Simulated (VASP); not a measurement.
Wanted: the native input for a VASP 6.6.1 run.

| Quantity | Value |
| --- | --- |
| Task | single point |
| Functional | PBE |
| Potentials or basis | VASP PAW PBE potentials, release 64 (Fe_sv, O) |
| Cutoff | 600 eV |
| k mesh | 11 × 11 × 11 |
| Occupations | gaussian, width 0.021 eV |
| Spin | collinear spin, ferromagnetic start |
| Starting moments | [3.0, 0.0] μB |
| Dipole correction | no |
| Second run | valence_matched |
| Further INCAR settings | ALGO = Normal; EDIFF = 1e-06; NBANDS = 22 |

The structure of FeO (Wuestite) lies in POSCAR:

```
FeO
1.0
    0.0000000000      2.1554000000      2.1554000000
    2.1554000000      0.0000000000      2.1554000000
    2.1554000000      2.1554000000      0.0000000000
Fe O
1 1
Direct
    0.0000000000      0.0000000000      0.0000000000
    0.5000000000      0.5000000000      0.5000000000
```

One way to write it, as run:

INCAR

```
SYSTEM = FeO
PREC = Accurate
ENCUT = 600
EDIFF = 1E-6
ISMEAR = 0
SIGMA = 0.020999999999999998
LREAL = .FALSE.
LASPH = .TRUE.
NELM = 200
ALGO = Normal
ISIF = 2
LWAVE = .FALSE.
LCHARG = .FALSE.
ISPIN = 2
MAGMOM = 3 0
LORBIT = 11
LMAXMIX = 4
GGA = PE
NBANDS = 22
GGA_COMPAT = .FALSE.
```

KPOINTS

```
regular mesh
0
G
  11 11 11
  0 0 0
```

Potentials or basis: VASP PAW PBE potentials, release 64 (Fe_sv, O).

Launch:

```sh
$ cat potpaw_PBE.64/Fe_sv/POTCAR potpaw_PBE.64/O/POTCAR > POTCAR
$ mpirun -np 1 vasp_std > vasp.out
```

Results of the run:

| Item | Value |
| --- | --- |
| Pressure | -2.6 GPa |
| Band gap on the k mesh | zero (filled and empty bands overlap) |
| Net moment | 4.00 μB per cell |
| Site moments | Fe +3.48; O +0.30 μB |
| Valence electrons inside the program's atomic spheres | Fe 13.61; O 4.99 |

Caveat: a cell with one magnetic atom can't hold antiferromagnetic order, which such compounds often take; semilocal functionals often make such compounds metallic where correlation or magnetic order opens a gap, which also shifts bond lengths.

It took 84 s on 1 thread of AMD EPYC 7R43 64-Core Processor (Zen 3) (shared host), peak memory 0.14 GiB.
